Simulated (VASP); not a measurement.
# Al32H (a cell with a defect) in VASP: a series of runs, part 2 of 2

VASP 6.6.1. Earlier steps stand in the parts before.

### 3 Single point, LDA

The input, INCAR:

```
SYSTEM = Al32H
  PREC = Accurate
  ENCUT = 520
  EDIFF = 1E-6
  ISMEAR = 0
  SIGMA = 0.15
  LREAL = Auto
  LASPH = .TRUE.
  NELM = 100
  ALGO = Normal
  ISIF = 2
  LWAVE = .FALSE.
  LCHARG = .TRUE.
  LELF = .TRUE.
  LVHAR = .TRUE.
  NBANDS = 70
```

The input, KPOINTS:

```
Automatic mesh
0
G
  3 3 3
  0 0 0
```

The input, POSCAR:

```
Al32H
1.0
    8.1000000000      0.0000000000      0.0000000000
    0.0000000000      8.1000000000      0.0000000000
    0.0000000000      0.0000000000      8.1000000000
Al H
32 1
Direct
    0.4995086945      0.0022500201     -0.0023824013
    0.7508526369      0.2473822711     -0.0024667579
    0.7496304821     -0.0011275473      0.2505798346
    0.0001387378     -0.0002259550      0.0000752877
    0.2502579640      0.2498937919      0.0000734052
    0.5007755698      0.5004149577      0.0009405452
    0.7496172657      0.7492560041      0.0009482981
    0.2477735943      0.0022550280      0.2493536072
    0.5007939549      0.2507471524      0.2506097043
    0.7597318224      0.4902905983      0.2404107078
    0.5007557618     -0.0010874975      0.4994523271
    0.7495871399      0.2507974865      0.4994010892
    0.7508417093      0.0023096856      0.7524577190
    0.0026463494      0.4991761514     -0.0024653954
    0.2477781864      0.7505192684     -0.0023828361
    0.0026421534      0.2473878116      0.2493239595
    0.2511589982      0.5003989114      0.2505750922
    0.4907907510      0.7592343514      0.2406541666
    0.0026152252      0.0023018968      0.5006843234
    0.2477337620      0.2474217608      0.5006814984
    0.4906650542      0.4904086576      0.5094857211
    0.7596369225      0.7593832041      0.5095088890
    0.2502524141     -0.0002184780      0.7499602546
    0.4994922195      0.2474242136      0.7524406089
    0.7496024008      0.5004316620      0.7490264750
   -0.0007171935      0.7492339703      0.2506152754
   -0.0007597719      0.5004506665      0.4993973857
    0.2511267017      0.7492805573      0.4994551836
    0.0001264375      0.2499080237      0.7499399041
    0.2477272913      0.4991898702      0.7524493781
    0.5007726759      0.7492607551      0.7491091885
    0.0026131569      0.7505385281      0.7524480272
    0.6254310519      0.6246416817      0.3750055443
```

Potentials or basis: VASP PAW LDA potentials, release 64 (Al, H).

On the command line:

```
$ cat potpaw_LDA.64/Al/POTCAR potpaw_LDA.64/H/POTCAR > POTCAR
$ mpirun -np 1 vasp_std > vasp.out
```

OUTCAR:

```text
SYSTEM = Al32H
   PREC = Accurate
   ENCUT = 520
   EDIFF = 1E-6
   ISMEAR = 0
   LREAL = Auto
   LASPH = .TRUE.
   NELM = 100
   ISIF = 2

 ion  position               nearest neighbor table
   1  0.500  0.002  0.998-  18 2.78  24 2.81   2 2.84  13 2.84   5 2.85  23 2.85   9 2.87  31 2.87
                             3 2.88   7 2.88  15 2.88   8 2.88
   2  0.751  0.247  0.998-  10 2.78  13 2.81  24 2.84   1 2.84  29 2.85   4 2.85  25 2.87   3 2.87
                             6 2.88   9 2.88  16 2.88  14 2.88
   3  0.750  0.999  0.251-  11 2.85  22 2.86  18 2.86   7 2.86  26 2.86   9 2.87  12 2.87   4 2.87
                            16 2.87   2 2.87   1 2.88  19 2.88
[... 1192 lines left out ...]
  external PRESSURE =     -28.1139617 kB  Pullay stress =       0.0000000 kB

 VOLUME and BASIS-vectors are now :
 -----------------------------------------------------------------------------
  energy-cutoff  :      520.00
  volume of cell :      531.44
      direct lattice vectors                 reciprocal lattice vectors
     8.100000000  0.000000000  0.000000000     0.123456790  0.000000000  0.000000000
     0.000000000  8.100000000  0.000000000     0.000000000  0.123456790  0.000000000
     0.000000000  0.000000000  8.100000000     0.000000000  0.000000000  0.123456790

 POSITION                                       TOTAL-FORCE (eV/Angst)
 -----------------------------------------------------------------------------------
      4.04602      0.01823      8.08070         0.000608     -0.002173      0.001412
      6.08191      2.00380      8.08002        -0.000018      0.001494      0.002220
      6.07201      8.09087      2.02970         0.000921      0.003458     -0.001301
      0.00112      8.09817      0.00061         0.000068      0.001053     -0.000665
      2.02709      2.02414      0.00059        -0.001155     -0.000182     -0.000673
      4.05628      4.05336      0.00762        -0.001907     -0.001511     -0.002888
[... 25 lines left out ...]
      0.02117      6.07936      6.09483        -0.001372     -0.000472     -0.001761
      5.06599      5.05960      3.03754        -0.001395      0.001178      0.000505
 -----------------------------------------------------------------------------------
    total drift:                               -0.011545      0.009778     -0.001390

  FREE ENERGIE OF THE ION-ELECTRON SYSTEM (eV)
  ---------------------------------------------------
  free  energy   TOTEN  =      -137.7209145517 eV

  energy  without entropy=     -137.6402717232  energy(sigma->0) =     -137.68059314
```

OSZICAR:

```text
N       E                     dE             d eps       ncg     rms          rms(c)
DAV:   1     0.119950041796E+03    0.11995E+03   -0.34057E+04  1960   0.111E+03
DAV:   2    -0.124302533175E+03   -0.24425E+03   -0.22800E+03  2296   0.146E+02
DAV:   3    -0.138559947592E+03   -0.14257E+02   -0.13614E+02  2440   0.284E+01
DAV:   4    -0.138845859096E+03   -0.28591E+00   -0.28349E+00  2304   0.415E+00
DAV:   5    -0.138849160273E+03   -0.33012E-02   -0.32983E-02  2346   0.488E-01    0.805E+00
DAV:   6    -0.138113589005E+03    0.73557E+00   -0.18996E-01  2642   0.135E+00    0.455E+00
DAV:   7    -0.137731027560E+03    0.38256E+00   -0.65700E-01  2138   0.194E+00    0.831E-01
DAV:   8    -0.137725131029E+03    0.58965E-02   -0.70912E-02  2312   0.687E-01    0.501E-01
DAV:   9    -0.137721270563E+03    0.38605E-02   -0.21603E-02  2194   0.305E-01    0.172E-01
DAV:  10    -0.137721066121E+03    0.20444E-03   -0.32861E-03  2288   0.136E-01    0.148E-01
DAV:  11    -0.137720970301E+03    0.95820E-04   -0.24851E-04  2302   0.370E-02    0.586E-02
DAV:  12    -0.137720903430E+03    0.66871E-04   -0.19006E-04  2464   0.388E-02    0.818E-03
DAV:  13    -0.137720915115E+03   -0.11684E-04   -0.11945E-04  2234   0.219E-02    0.105E-02
DAV:  14    -0.137720914110E+03    0.10049E-05   -0.30932E-06  1960   0.460E-03    0.417E-03
DAV:  15    -0.137720914552E+03   -0.44205E-06   -0.34307E-06  1826   0.364E-03
   1 F= -.13772091E+03 E0= -.13768059E+03  d E =-.806428E-01
```

Wall time 17 min (1 thread of Oxide Virtual Turin-like, shared host); peak memory 0.53 GiB.

What came out:

- Free energy: -137.7209 eV
- Pressure: -2.8 GPa
- Largest force: 0.005 eV/Å
- Band gap on the k mesh: zero (an odd number of electrons rules out a gap without spin polarisation)

Forces on the atoms (eV/Å):
```
Al   0.001 -0.002  0.001
Al   0.000  0.001  0.002
Al   0.001  0.003 -0.001
Al   0.000  0.001 -0.001
Al  -0.001  0.000 -0.001
Al  -0.002 -0.002 -0.003
Al   0.001  0.002 -0.003
Al   0.002 -0.002  0.001
Al  -0.002 -0.003 -0.002
Al  -0.002  0.002  0.002
Al  -0.002  0.003  0.001
Al   0.002 -0.003  0.002
Al   0.000 -0.002 -0.001
Al  -0.001  0.000  0.002
Al   0.002 -0.001  0.001
Al  -0.001  0.001  0.000
Al  -0.004 -0.001 -0.001
Al   0.001 -0.001  0.000
Al  -0.001 -0.002  0.000
Al   0.002  0.001  0.000
Al   0.003  0.001 -0.002
Al  -0.001 -0.003 -0.002
Al  -0.001  0.001  0.001
Al   0.000  0.001 -0.002
Al   0.002 -0.002  0.004
Al   0.003  0.002 -0.003
Al   0.003 -0.002  0.002
Al  -0.003  0.002  0.001
Al   0.000  0.000  0.001
Al   0.002  0.000 -0.001
Al  -0.002  0.002  0.002
Al  -0.001  0.000 -0.002
H   -0.001  0.001  0.001
```
